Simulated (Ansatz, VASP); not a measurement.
**BaTiO3: VASP beside Ansatz**

File INCAR:

```
SYSTEM = BaTiO3
  PREC = Accurate
  ENCUT = 520
  EDIFF = 1E-8
  ISMEAR = -1
  SIGMA = 0.03
  LREAL = .FALSE.
  LASPH = .TRUE.
  NELM = 100
  ALGO = Normal
  ISIF = 2
  LWAVE = .FALSE.
  LCHARG = .FALSE.
  GGA = PE
  LEFG = .TRUE.
  NBANDS = 28
```

File KPOINTS:

```
Automatic mesh
0
G
  7 7 7
  0 0 0
```

Contents of POSCAR:

```
BaTiO3
1.0
    3.9998000000      0.0000000000      0.0000000000
    0.0000000000      3.9998000000      0.0000000000
    0.0000000000      0.0000000000      3.9778200000
Ba Ti O
1 1 3
Direct
    0.0000000000      0.0000000000      0.0000000000
    0.5000000000      0.5000000000      0.5000000000
    0.5000000000      0.5000000000      0.0000000000
    0.5000000000      0.0000000000      0.5000000000
    0.0000000000      0.5000000000      0.5000000000
```

Input for Ansatz:

```yaml
crystal:
  lattice:
    - [3.9998, 0.0, 0.0]
    - [0.0, 3.9998, 0.0]
    - [0.0, 0.0, 3.97782]
  atoms:
    - { symbol: Ba, position: [0.0, 0.0, 0.0] }
    - { symbol: Ti, position: [0.5, 0.5, 0.5] }
    - { symbol: O, position: [0.5, 0.5, 0.0] }
    - { symbol: O, position: [0.5, 0.0, 0.5] }
    - { symbol: O, position: [0.0, 0.5, 0.5] }
kpoints:
  mp_grid: { grid: [7, 7, 7] }
scf:
  occupations: { method: fermi_dirac, width: 0.03 }
hamiltonian:
  xc: pbe
  pseudopotentials: { kind: all_electron, datasets: crystal }
output:
  forces: true
  stress: true
  eigenvalues: true
  efg: { contact_densities: true }
```

Change from the starting cell: zz strain of -1 %, crystal datasets.

Alike in both runs: task electric field gradients; functional PBE; k mesh 7 × 7 × 7; occupations fermi-dirac, width 0.03 eV; no spin polarisation.

```csv
,VASP,Ansatz
version,VASP 6.6.1,Ansatz 0.2.0
potentials or method,"VASP PAW PBE potentials, release 64 (Ba_sv, Ti_sv, O), cutoff 520 eV","all-electron PAW with datasets made for the crystal, scalar-relativistic"
```

Ansatz gave:

```
gap on the k mesh at the Fermi level (eV)                     : 1.88
pressure (GPa)                                                : 3.4
traceless stress, the component that is largest in VASP (GPa) : 0.73
size of Vzz on the site where it differs most (V/Å²)          : 0.7
```

Problem. What did VASP give for the same quantities?

Solution. gap on the k mesh at the Fermi level (eV): 1.81; pressure (GPa): 5.3; traceless stress, the component that is largest in VASP (GPa): 0.75; size of Vzz on the site where it differs most (V/Å²): 0.8.

Ansatz ran all-electron here, and VASP with PAW potentials.

Spin-orbit coupling is off throughout.
